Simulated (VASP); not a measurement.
MnS: single point with PBE

Crystal: MnS.

```
CELL_PARAMETERS angstrom
3.95358 0.00000 0.00000
-1.97679 3.42390 0.00000
0.00000 0.00000 6.34253
ATOMIC_POSITIONS crystal
Mn 0.66667 0.33333 0.49884
Mn 0.33333 0.66667 0.99884
S 0.33333 0.66667 0.62615
S 0.66667 0.33333 0.12615
```

```yaml
Program: VASP 6.6.1
Task: single point
Functional: PBE
Potentials_or_basis: VASP PAW PBE potentials, release 64 (Mn_pv, S)
Cutoff: 520 eV
k_mesh: 7 × 7 × 4
Occupations: fermi-dirac, width 0.05 eV
Spin: collinear spin, ferromagnetic start
Starting_moments: "[5.0, 5.0, 0.0, 0.0] μB"
Fixed_moment: 10 μB
```

```yaml
Pressure: 3.5 GPa
Largest_force: 0.288 eV/Å
Net_moment: 10.00 μB per cell
Site_moments: Mn +4.36; S +0.11 μB
Valence_electrons_inside_the_program's_atomic_spheres: Mn 11.39; S 3.78
```

Forces on the atoms (eV/Å):
```
Mn   0.000  0.000  0.288
Mn   0.000  0.000  0.288
S    0.000  0.000 -0.288
S    0.000  0.000 -0.288
```

Stress tensor (GPa, compression positive):
```
2.67 0.00 0.00
0.00 2.67 0.00
0.00 0.00 5.23
```

It took 87 s on 1 thread of Intel(R) Xeon(R) Platinum 8488C (Sapphire Rapids), with other jobs on the host, peak memory 0.28 GiB.

Caveat: the cell stands under pressure; the total moment is fixed, so each spin has its own Fermi level; only a ferromagnetic start was run, and an antiferromagnetic order may lie lower in energy.
